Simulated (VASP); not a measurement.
Input of a VASP 6.6.1 run:

INCAR

```
SYSTEM = B
  PREC = Accurate
  ENCUT = 520
  EDIFF = 1E-6
  ISMEAR = 1
  SIGMA = 0.05
  LREAL = .False.
  LASPH = .True.
  NELM = 60
  ALGO = Normal
  ISIF = 2
  LWAVE = .False.
  LCHARG = .True.
  GGA = CA
  LELF = .True.
  LVHAR = .True.
  NBANDS = 8
```

File KPOINTS:

```
regular mesh
0
Gamma
  8 8 3
  0 0 0
```

The input POSCAR:

```
B
1.0
    1.7024300000      0.0000000000      0.0000000000
   -0.8512200000      1.4743500000      0.0000000000
    0.0000000000      0.0000000000      3.6354200000
B
1
Direct
    0.0000000000      0.0000000000      0.0000000000
```

Potentials or basis: VASP PAW LDA potentials, release 64 (B).

The run is started by

```sh
$ cat potpaw_LDA.64/B/POTCAR > POTCAR
$ mpirun -np 1 vasp_std > vasp.out
```

(1) What does it give for the pressure?

## Answers

(1) -1.4 GPa.

Caveat: the k points lie up to 0.58 Å⁻¹ apart.
